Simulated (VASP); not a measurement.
# Zn (Pm-3m) in VASP: notebook

The runs below take Zn through single point, with PBE, HSE06.

Program: VASP 6.6.1. These are calculated values, not measurements. Logs are shortened: lines on timing, memory, paths and dates and some standing lists are left out, and cuts for length are marked.

## 1. The cell of the first run

The structure is cubic, space group Pm-3m (No. 221). The conventional cell has a = 2.629 Å, b = 2.629 Å, c = 2.629 Å, α = 90.00°, β = 90.00°, γ = 90.00°. Zn (site symmetry m-3m) has 6 Zn at 2.63 Å within 3.5 Å.

## 2. Single point, PBE

INCAR

```
SYSTEM = Zn
PREC = Accurate ; ENCUT = 520
EDIFF = 1E-6 ; ISMEAR = -1
SIGMA = 0.1 ; LREAL = .FALSE.
LASPH = .TRUE. ; NELM = 100
ALGO = Normal ; ISIF = 2
LWAVE = .FALSE. ; LCHARG = .TRUE.
GGA = PE ; LELF = .TRUE.
LVHAR = .TRUE. ; NBANDS = 12
```

KPOINTS

```
regular mesh
0
G
  6 6 6
  0 0 0
```

POSCAR

```
Zn
1.0
    2.6287480040      0.0000000000      0.0000000000
    0.0000000000      2.6287480040      0.0000000000
    0.0000000000      0.0000000000      2.6287480040
Zn
1
Direct
    0.0000000000      0.0000000000      0.0000000000
```

Potentials or basis: VASP PAW PBE potentials, release 64 (Zn).

Started as:

```sh
$ cat potpaw_PBE.64/Zn/POTCAR > POTCAR
$ mpirun -np 1 vasp_std > vasp.out
```

OUTCAR:

```text
SYSTEM = Zn
   PREC = Accurate
   ENCUT = 520
   EDIFF = 1E-6
   ISMEAR = -1
   LREAL = .FALSE.
   LASPH = .TRUE.
   NELM = 100
   ISIF = 2
   GGA = PE

 ion  position               nearest neighbor table
   1  0.000  0.000  0.000-

  LATTYP: Found a simple cubic cell.
 ALAT       =     2.6287480040

  Lattice vectors:

 A1 = (   2.6287480040,   0.0000000000,   0.0000000000)
 A2 = (   0.0000000000,   2.6287480040,   0.0000000000)
 A3 = (   0.0000000000,   0.0000000000,   2.6287480040)

Analysis of symmetry for initial positions (statically):
=====================================================================
 Subroutine PRICEL returns:
 Original cell was already a primitive cell.

 Routine SETGRP: Setting up the symmetry group for a
 simple cubic supercell.

 Subroutine GETGRP returns: Found 48 space group operations
 (whereof 48 operations were pure point group operations)
 out of a pool of 48 trial point group operations.

The static configuration has the point symmetry O_h .

Analysis of symmetry for dynamics (positions and initial velocities):
=====================================================================
 Subroutine PRICEL returns:
 Original cell was already a primitive cell.

 Routine SETGRP: Setting up the symmetry group for a
 simple cubic supercell.

 Subroutine GETGRP returns: Found 48 space group operations
 (whereof 48 operations were pure point group operations)
 out of a pool of 48 trial point group operations.

The dynamic configuration has the point symmetry O_h .

 Subroutine INISYM returns: Found 48 space group operations
 (whereof 48 operations are pure point group operations),
 and found     1 'primitive' translations

----------------------------------------------------------------------------------------

                                     Primitive cell

  volume of cell :      18.1655

  direct lattice vectors                    reciprocal lattice vectors
     2.628748004  0.000000000  0.000000000     0.380409228  0.000000000  0.000000000
     0.000000000  2.628748004  0.000000000     0.000000000  0.380409228  0.000000000
     0.000000000  0.000000000  2.628748004     0.000000000  0.000000000  0.380409228

  length of vectors
     2.628748004  2.628748004  2.628748004     0.380409228  0.380409228  0.380409228

  position of ions in fractional coordinates (direct lattice)
[... 77 lines left out ...]
   NFREE  =      0    steps in history (QN), initial steepest desc. (CG)
   ISIF   =      2    stress and relaxation
   ISYM   =      2    0-nonsym 1-usesym 2-fastsym
   POTIM  = 0.5000    time-step for ionic-motion
   TEBEG  =    0.0;   TEEND  =   0.0 temperature during run
   PSTRESS=    0.0 pullay stress
   NELECT =      12.0000    total number of electrons
   NUPDOWN=      -1.0000    fix difference up-down
   EMIN   =  10.00;   EMAX   =-10.00  energy-range for DOS
   EFERMI =   0.00;   METHOD = LEGACY
   ISMEAR =    -1;   SIGMA  =   0.10  broadening in eV -4-tet -1-fermi 0-gaus
   EFERMI_NEDOS =   21; number of points for ismear=-14 and -15
   IALGO  =     38    algorithm
   IMIX   =      4    mixing-type and parameters
     AMIX     =   0.40;   BMIX     =  1.00
     AMIX_MAG =   1.60;   BMIX_MAG =  1.00
  volume/ion in A,a.u.               =      18.17       122.59
  Fermi-wavevector in a.u.,A,eV,Ry     =   1.425781  2.694336 27.658640  2.032853
  Thomas-Fermi vector in A             =   2.546129
   LORBIT       =      0    0 simple, 1 ext, 2 COOP (PROOUT), +10 PAW based schemes
   GGA     = PE    functional components
   LHFCALC =     F    Hartree Fock is set to
   AEXX    =    0.0000 exact exchange contribution
   IVDW    =     0    specifies the selected vdW correction
   LEPSILON=     F    determine dielectric tensor
   LRPA    =     F    only Hartree local field effects (RPA)
 non-spin polarized calculation
  energy-cutoff  :      520.00
  volume of cell :       18.17
 maximum number of plane-waves:       512
 NGX is ok and might be reduce to    20
   NGX =  9   NGY =  9   NGZ =  9

 number of electron      12.0000007 magnetization

 Free energy of the ion-electron system (eV)
  ---------------------------------------------------
  ext. energy  EPLUGINS =         0.00000000
  ---------------------------------------------------
  free energy    TOTEN  =        -0.91553258 eV

  energy without entropy =       -0.90294211  energy(sigma->0) =       -0.90923735

 E-fermi :   1.5418     XC(G=0): -10.5649

 val. band max:        1.2997074750   @ k =   0.5000   0.3333   0.1667
 cond. band min:       1.6536295936   @ k =   0.5000   0.3333   0.0000
 fundamental gap:      0.3539221186
 Fermi energy:         1.5417954704

 k-point     1 :       0.0000    0.0000    0.0000
  band No.  band energies     occupation
      1      -7.1724      2.00000
      2      -6.0636      2.00000
      3      -6.0636      2.00000
      4      -4.9134      2.00000
      5      -4.9134      2.00000
      6      -4.9134      2.00000
      7      14.0191      0.00000
      8      14.0191      0.00000
      9      14.0191      0.00000
     10      16.9345      0.00000
     11      16.9345      0.00000
     12      19.6262      0.00000
[... 271 lines left out ...]
 k-point    20 :       0.5000    0.5000    0.5000
  band No.  band energies     occupation
      1      -5.8017      2.00000
      2      -5.8017      2.00000
      3      -5.8017      2.00000
      4      -4.6229      2.00000
      5      -4.6229      2.00000
      6       7.3088      0.00000
      7       7.3088      0.00000
      8       7.3088      0.00000
      9      11.2751      0.00000
     10      12.4387      0.00000
     11      12.4387      0.00000
     12      12.4387      0.00000

------------------------ aborting loop because EDIFF is reached ----------------------------------------

  FORCE on cell =-STRESS in cart. coord.  units (eV):
  Direction    XX          YY          ZZ          XY          YZ          ZX
  --------------------------------------------------------------------------------------
  -------------------------------------------------------------------------------------
  Total        0.1887219      0.1887219      0.1887219      0.0000000      0.0000000     -0.0000000
  in kB       16.6450867     16.6450867     16.6450867      0.0000000      0.0000000     -0.0000000
  external PRESSURE =      16.6450867 kB  Pullay stress =       0.0000000 kB

 VOLUME and BASIS-vectors are now :
 -----------------------------------------------------------------------------
  energy-cutoff  :      520.00
  volume of cell :       18.17
      direct lattice vectors                 reciprocal lattice vectors
     2.628748004  0.000000000  0.000000000     0.380409228  0.000000000  0.000000000
     0.000000000  2.628748004  0.000000000     0.000000000  0.380409228  0.000000000
     0.000000000  0.000000000  2.628748004     0.000000000  0.000000000  0.380409228

 POSITION                                       TOTAL-FORCE (eV/Angst)
 -----------------------------------------------------------------------------------
      0.00000      0.00000      0.00000         0.000000      0.000000      0.000000
 -----------------------------------------------------------------------------------
    total drift:                               -0.000000      0.000000     -0.000000

  FREE ENERGIE OF THE ION-ELECTRON SYSTEM (eV)
  ---------------------------------------------------
  free  energy   TOTEN  =        -0.9155325793 eV

  energy  without entropy=       -0.9029421142  energy(sigma->0) =       -0.90923735
```

OSZICAR:

```text
N       E                     dE             d eps       ncg     rms          rms(c)
DAV:   1     0.441998478661E+02    0.44200E+02   -0.66170E+03   488   0.148E+03
DAV:   2     0.636162844322E+00   -0.43564E+02   -0.41665E+02   492   0.217E+02
DAV:   3    -0.981623764353E+00   -0.16178E+01   -0.16149E+01   544   0.402E+01
DAV:   4    -0.986289187317E+00   -0.46654E-02   -0.46652E-02   548   0.224E+00
DAV:   5    -0.986294433499E+00   -0.52462E-05   -0.52465E-05   544   0.698E-02    0.200E+00
DAV:   6    -0.920669622534E+00    0.65625E-01   -0.33805E-01   532   0.112E+01    0.151E+00
DAV:   7    -0.917118526143E+00    0.35511E-02   -0.71369E-03   536   0.152E+00    0.763E-01
DAV:   8    -0.915524845632E+00    0.15937E-02   -0.10733E-03   524   0.374E-01    0.233E-02
DAV:   9    -0.915531333758E+00   -0.64881E-05   -0.62403E-05   608   0.883E-02    0.165E-02
DAV:  10    -0.915532744190E+00   -0.14104E-05   -0.27454E-06   504   0.189E-02    0.171E-03
DAV:  11    -0.915532579276E+00    0.16491E-06   -0.18745E-07   292   0.805E-03
   1 F= -.91553258E+00 E0= -.90923735E+00  d E =-.125905E-01
```

It took 2.5 s on 1 thread of AMD EPYC 9R45 (Zen 5), shared host; peak memory 0.09 GiB.

Results:

* Free energy: -0.9155 eV
* Pressure: 1.7 GPa
* Band gap on the k mesh: zero (band 6 reaches 7.31 eV, above the bottom of band 7 at -0.96 eV)

Levels at points of the mesh, in eV from the Fermi level:
```tsv
k point	band 2	band 3	band 4	band 5	band 6	band 7	band 8	band 9	band 10	band 11
(0.00, 0.00, 0.00)	-7.61	-7.61	-6.46	-6.46	-6.46	12.48	12.48	12.48	15.39	15.39
(0.50, 0.00, 0.00)	-7.40	-6.79	-6.79	-6.43	-2.63	-2.51	16.94	16.94	19.49	19.63
(0.50, 0.50, 0.00)	-7.30	-6.73	-6.73	-6.18	1.66	1.66	2.75	6.41	21.82	23.80
(0.50, 0.50, 0.50)	-7.34	-7.34	-6.16	-6.16	5.77	5.77	5.77	9.73	10.90	10.90
```

Caveat: the k points lie up to 0.40 Å⁻¹ apart.

## 3. Single point, HSE06

POSCAR is that of step 2.

INCAR.step1

```
PREC = Accurate
ENCUT = 520
EDIFF = 1E-5
ISMEAR = -1
SIGMA = 0.1
LREAL = False
LASPH = True
NELM = 80
ALGO = Normal
ISIF = 2
LWAVE = True
LCHARG = False
GGA = PE
NBANDS = 12
```

INCAR.step2

```
PREC = Accurate
ENCUT = 520
EDIFF = 1E-6
ISMEAR = -1
SIGMA = 0.1
LREAL = False
LASPH = True
NELM = 80
ALGO = Normal
ISIF = 2
LWAVE = False
LCHARG = False
GGA = PE
LHFCALC = True
HFSCREEN = 0.2079
PRECFOCK = Normal
ISTART = 1
NBANDS = 12
```

KPOINTS

```
Automatic mesh
0
Gamma
  6 6 6
```

Potentials or basis: VASP PAW PBE potentials, release 64 (Zn).

Started as:

```sh
$ cat potpaw_PBE.64/Zn/POTCAR > POTCAR
$ cp INCAR.step1 INCAR
$ mpirun -np 1 vasp_std > vasp.out
$ cp INCAR.step2 INCAR
$ mpirun -np 1 vasp_std > vasp.out
```

OUTCAR:

```text
PREC = Accurate
   ENCUT = 520
   EDIFF = 1E-6
   ISMEAR = -1
   LREAL = False
   LASPH = True
   NELM = 80
   ISIF = 2
   GGA = PE
   LHFCALC = True
   HFSCREEN = 0.2079
   PRECFOCK = Normal
   ISTART = 1

 ion  position               nearest neighbor table
   1  0.000  0.000  0.000-

  LATTYP: Found a simple cubic cell.
 ALAT       =     2.6287480040

  Lattice vectors:

 A1 = (   2.6287480040,   0.0000000000,   0.0000000000)
 A2 = (   0.0000000000,   2.6287480040,   0.0000000000)
 A3 = (   0.0000000000,   0.0000000000,   2.6287480040)

Analysis of symmetry for initial positions (statically):
=====================================================================
 Subroutine PRICEL returns:
 Original cell was already a primitive cell.

 Routine SETGRP: Setting up the symmetry group for a
 simple cubic supercell.

 Subroutine GETGRP returns: Found 48 space group operations
 (whereof 48 operations were pure point group operations)
 out of a pool of 48 trial point group operations.

The static configuration has the point symmetry O_h .

Analysis of symmetry for dynamics (positions and initial velocities):
=====================================================================
 Subroutine PRICEL returns:
 Original cell was already a primitive cell.

 Routine SETGRP: Setting up the symmetry group for a
 simple cubic supercell.

 Subroutine GETGRP returns: Found 48 space group operations
 (whereof 48 operations were pure point group operations)
 out of a pool of 48 trial point group operations.

The dynamic configuration has the point symmetry O_h .

 Subroutine INISYM returns: Found 48 space group operations
 (whereof 48 operations are pure point group operations),
 and found     1 'primitive' translations

----------------------------------------------------------------------------------------

                                     Primitive cell

  volume of cell :      18.1655

  direct lattice vectors                    reciprocal lattice vectors
     2.628748004  0.000000000  0.000000000     0.380409228  0.000000000  0.000000000
     0.000000000  2.628748004  0.000000000     0.000000000  0.380409228  0.000000000
     0.000000000  0.000000000  2.628748004     0.000000000  0.000000000  0.380409228

  length of vectors
     2.628748004  2.628748004  2.628748004     0.380409228  0.380409228  0.380409228

  position of ions in fractional coordinates (direct lattice)
     0.000000000  0.000000000  0.000000000

  ion indices of the primitive-cell ions
   primitive index   ion index
                 1           1

----------------------------------------------------------------------------------------

 KPOINTS: Automatic mesh

Automatic generation of k-mesh.
 Grid dimensions read from file:
 generate k-points for:    6    6    6

 Generating k-lattice:

  Cartesian coordinates                     Fractional coordinates (reciprocal lattice)
[... 38 lines left out ...]
   number of dos      NEDOS =    301   number of ions     NIONS =      1
   total plane-waves  NPLWV =   8000
   dimension x,y,z NGX =    20 NGY =   20 NGZ =   20
   dimension x,y,z NGXF=    40 NGYF=   40 NGZF=   40
   ions per type =               1
   NGX,Y,Z   is equivalent  to a cutoff of  12.65, 12.65, 12.65 a.u.
   NGXF,Y,Z  is equivalent  to a cutoff of  25.30, 25.30, 25.30 a.u.
 SYSTEM =  unknown system
   PREC   = accura    normal or accurate (medium, high low for compatibility)
   ISTART =      1    job   : 0-new  1-cont  2-samecut
   ICHARG =      0    charge: 1-file 2-atom 10-const
   ISPIN  =      1    spin polarized calculation?
   LNONCOLLINEAR =      F non collinear calculations
   LSORBIT =      F    spin-orbit coupling
   LASPH  =      T    aspherical Exc in radial PAW
   ENCUT  =  520.0 eV  38.22 Ry    6.18 a.u.   4.89  4.89  4.89*2*pi/ulx,y,z
   NELM   =     80;   NELMIN=  2; NELMDL=  0     # of ELM steps
   EDIFF  = 0.1E-05   stopping-criterion for ELM
   LREAL  =      F    real-space projection
   EDIFFG = 0.1E-04   stopping-criterion for IOM
   NSW    =      0    number of steps for IOM
   IBRION =     -1    ionic relax: 0-MD 1-quasi-New 2-CG
   NFREE  =      0    steps in history (QN), initial steepest desc. (CG)
   ISIF   =      2    stress and relaxation
   ISYM   =      3    0-nonsym 1-usesym 2-fastsym
   POTIM  = 0.5000    time-step for ionic-motion
   TEBEG  =    0.0;   TEEND  =   0.0 temperature during run
   PSTRESS=    0.0 pullay stress
   NELECT =      12.0000    total number of electrons
   NUPDOWN=      -1.0000    fix difference up-down
   EMIN   =  10.00;   EMAX   =-10.00  energy-range for DOS
   EFERMI =   0.00;   METHOD = LEGACY
   ISMEAR =    -1;   SIGMA  =   0.10  broadening in eV -4-tet -1-fermi 0-gaus
   EFERMI_NEDOS =   21; number of points for ismear=-14 and -15
   IALGO  =     38    algorithm
   IMIX   =      1    mixing-type and parameters
     AMIX     =   0.40;   BMIX     =  1.00
     AMIX_MAG =   1.60;   BMIX_MAG =  1.00
  volume/ion in A,a.u.               =      18.17       122.59
  Fermi-wavevector in a.u.,A,eV,Ry     =   1.425781  2.694336 27.658640  2.032853
  Thomas-Fermi vector in A             =   2.546129
   LORBIT       =      0    0 simple, 1 ext, 2 COOP (PROOUT), +10 PAW based schemes
   GGA     = PE    functional components
   LHFCALC =     T    Hartree Fock is set to
   PRECFOCK=normal    Normal, Fast or Accurate (Low or Medium for compatibility)
   ENCUT4O =  -1.0   cutoff for four orbital integrals eV
   NKREDX  =     1    reduce k-point grid by
   NKREDY  =     1    reduce k-point grid by
   NKREDZ  =     1    reduce k-point grid by
   AEXX    =    0.2500 exact exchange contribution
   HFSCREEN=    0.2079 screening length (either q_TF or 0.3 A-1)
   HFSCREENC=   0.2079 screening length for correlation (either q_TF or 0.3 A-1)
   ENCUTFOCK=  -1.0 apply spherical cutoff to Coloumb kernel
   IVDW    =     0    specifies the selected vdW correction
   LEPSILON=     F    determine dielectric tensor
   LRPA    =     F    only Hartree local field effects (RPA)
 non-spin polarized calculation
  energy-cutoff  :      520.00
  volume of cell :       18.17
 maximum number of plane-waves:       512
 NGX is ok and might be reduce to    20
  NGX = 16; NGY = 16; NGZ = 16

 number of electron      12.0000007 magnetization

 Free energy of the ion-electron system (eV)
  ---------------------------------------------------
  ext. energy  EPLUGINS =         0.00000000
  ---------------------------------------------------
  free energy    TOTEN  =        -0.99377567 eV

  energy without entropy =       -0.98016608  energy(sigma->0) =       -0.98697088

 E-fermi :   1.5120     XC(G=0):  -8.7010

 val. band max:        1.2875976516   @ k =   0.5000   0.3333   0.1667
 cond. band min:       1.6089919732   @ k =   0.5000   0.3333   0.0000
 fundamental gap:      0.3213943216
 Fermi energy:         1.5120036398

 k-point     1 :       0.0000    0.0000    0.0000
  band No.  band energies     occupation
      1      -8.4008      2.00000
      2      -8.3260      2.00000
      3      -8.3260      2.00000
      4      -7.1741      2.00000
      5      -7.1741      2.00000
      6      -7.1741      2.00000
      7      14.9973      0.00000
      8      14.9973      0.00000
      9      14.9973      0.00000
     10      17.7663      0.00000
     11      17.7663      0.00000
     12      20.5734      0.00000
[... 271 lines left out ...]
 k-point    20 :       0.5000    0.5000    0.5000
  band No.  band energies     occupation
      1      -8.0635      2.00000
      2      -8.0635      2.00000
      3      -8.0635      2.00000
      4      -6.8283      2.00000
      5      -6.8283      2.00000
      6       8.0126      0.00000
      7       8.0126      0.00000
      8       8.0126      0.00000
      9      12.5858      0.00000
     10      13.0058      0.00000
     11      13.0058      0.00000
     12      13.0058      0.00000

------------------------ aborting loop because EDIFF is reached ----------------------------------------

  FORCE on cell =-STRESS in cart. coord.  units (eV):
  Direction    XX          YY          ZZ          XY          YZ          ZX
  --------------------------------------------------------------------------------------
  -------------------------------------------------------------------------------------
  Total        0.2528558      0.2528558      0.2528558      0.0000000      0.0000000      0.0000000
  in kB       22.3016321     22.3016321     22.3016321      0.0000000      0.0000000      0.0000000
  external PRESSURE =      22.3016321 kB  Pullay stress =       0.0000000 kB

 VOLUME and BASIS-vectors are now :
 -----------------------------------------------------------------------------
  energy-cutoff  :      520.00
  volume of cell :       18.17
      direct lattice vectors                 reciprocal lattice vectors
     2.628748004  0.000000000  0.000000000     0.380409228  0.000000000  0.000000000
     0.000000000  2.628748004  0.000000000     0.000000000  0.380409228  0.000000000
     0.000000000  0.000000000  2.628748004     0.000000000  0.000000000  0.380409228

 POSITION                                       TOTAL-FORCE (eV/Angst)
 -----------------------------------------------------------------------------------
      0.00000      0.00000      0.00000         0.000000      0.000000      0.000000
 -----------------------------------------------------------------------------------
    total drift:                                0.000000      0.000000      0.000000

  FREE ENERGIE OF THE ION-ELECTRON SYSTEM (eV)
  ---------------------------------------------------
  free  energy   TOTEN  =        -0.9937756735 eV

  energy  without entropy=       -0.9801660839  energy(sigma->0) =       -0.98697088
```

Wall time 5.7 min (1 thread of AMD EPYC 9R45 (Zen 5), shared host); peak memory 0.2 GiB.

Results:

```
Free energy            : -0.9938 eV
Pressure               : 2.2 GPa
Band gap on the k mesh : zero (band 6 reaches 8.01 eV, above the bottom of band 7 at -1.37 eV)
```

Levels at points of the mesh, in eV from the Fermi level:
```
           k point  band 2  band 3  band 4  band 5  band 6  band 7  band 8  band 9  band 10  band 11
(0.00, 0.00, 0.00)   -9.84   -9.84   -8.69   -8.69   -8.69   13.49   13.49   13.49    16.25    16.25
(0.50, 0.00, 0.00)   -9.45   -9.03   -9.03   -8.66   -3.15   -2.88   18.23   18.23    20.42    20.44
(0.50, 0.50, 0.00)   -9.48   -8.97   -8.97   -8.36    1.90    1.90    3.25    6.71    23.48    24.84
(0.50, 0.50, 0.50)   -9.58   -9.58   -8.34   -8.34    6.50    6.50    6.50   11.07    11.49    11.49
```

Caveat: the k points lie up to 0.40 Å⁻¹ apart; the PAW data sets were made with another functional, which shifts forces and pressure a little.
